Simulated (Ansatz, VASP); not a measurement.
**Two plane-wave programs on BiTe**

```
Bi Te
1.0
     0.00000    3.30094    3.30094
     3.30094    0.00000    3.30094
     3.30094    3.30094    0.00000
Bi Te
1 1
Direct
  0.00000 0.00000 0.00000
  0.50000 0.50000 0.50000
```

Alike in both runs: functional r2SCAN; k mesh 9 × 9 × 9; occupations fermi-dirac, width 0.1 eV; no spin polarisation.

Ansatz relaxed the structure, and its values are those at the end. VASP's run is a single point on that final structure, the one shown.

|  | VASP | Ansatz |
| --- | --- | --- |
| version | VASP 6.6.1 | Ansatz 0.2.0 |
| potentials or method | VASP PAW PBE potentials, release 64 (Bi_d, Te), cutoff 520 eV | PAW plane waves |
| valence electrons in the cell | 21 | 31 |

Ansatz gave:

* pressure (GPa): -2.6

Task: Which values does VASP return?

Result: Pressure (GPa): -2.7.

VASP's potentials were made for PBE, not for r2SCAN. VASP's potentials hold 21 valence electrons a cell and Ansatz's 31, so a difference there can come from the potentials and not from the codes. Ansatz's warnings: stress scf threshold loose.

Neither program's run includes spin-orbit coupling.
